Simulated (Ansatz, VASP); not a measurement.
WSe2 in VASP and in Ansatz

Contents of INCAR:

```
  ALGO = Normal
  EDIFF = 1E-6
  ENCUT = 520
  GGA = PS
  ISIF = 2
  ISMEAR = 0
  LASPH = T
  LCHARG = F
  LREAL = F
  LWAVE = F
  NBANDS = 20
  NELM = 100
  PREC = Accurate
  SIGMA = 0.05
```

The input KPOINTS:

```
k-points
0
Gamma
  12 12 2
```

POSCAR

```
WSe2
1.0
    3.3179375931      0.0000000000      0.0000000000
   -1.6589687966      2.8734182438      0.0000000000
    0.0000000000      0.0000000000     16.6581424200
W Se
1 2
Direct
    0.0054659671      0.0053409914      0.0001304895
    0.3386860929      0.6728032086      0.0986602218
    0.3225146066      0.6551891333      0.9012092887
```

Input for Ansatz:

```yaml
crystal:
  lattice:
    - [3.3179375931, 0.0, 0.0]
    - [-1.6589687966, 2.8734182438, 0.0]
    - [0.0, 0.0, 16.65814242]
  atoms:
    - { symbol: W, position: [0.0054659671, 0.0053409914, 0.0001304895] }
    - { symbol: Se, position: [0.3386860929, 0.6728032086, 0.0986602218] }
    - { symbol: Se, position: [0.3225146066, 0.6551891333, 0.9012092887] }
basis:
  ecutwfc: 420
kpoints:
  mp_grid: { grid: [12, 12, 2] }
hamiltonian:
  xc: pbesol
scf:
  occupations: { method: gaussian, width: 0.05 }
output:
  forces: true
  stress: true
  eigenvalues: true
```

Change from the starting cell: all atoms moved at random (sigma 0.03 Å a component).

Alike in both runs: task single point; functional PBEsol; k mesh 12 × 12 × 2; occupations gaussian, width 0.05 eV; no spin polarisation.

|  | VASP | Ansatz |
| --- | --- | --- |
| version | VASP 6.6.1 | Ansatz 0.2.0 |
| potentials or method | VASP PAW PBE potentials, release 64 (W_sv, Se), cutoff 520 eV | scalar-relativistic, plane waves, PAW |
| valence electrons in the cell | 26 | 46 |

Ansatz gave:

```
gap on the k mesh at the Fermi level (eV) : 1.48
least direct gap on the mesh (eV)         : 1.48
rms of the force components (eV/Å)        : 0.258
```

Q: Which values does VASP return?

A: gap on the k mesh at the Fermi level (eV): 1.48; least direct gap on the mesh (eV): 1.48; rms of the force components (eV/Å): 0.271.

VASP's potentials were made for PBE, not for PBEsol. Atom by atom the forces differ by 0.029 eV/Å (rms over components). VASP's potentials hold 26 valence electrons a cell and Ansatz's 46, so a difference there can come from the potentials and not from the codes.

Neither program's run includes spin-orbit coupling.
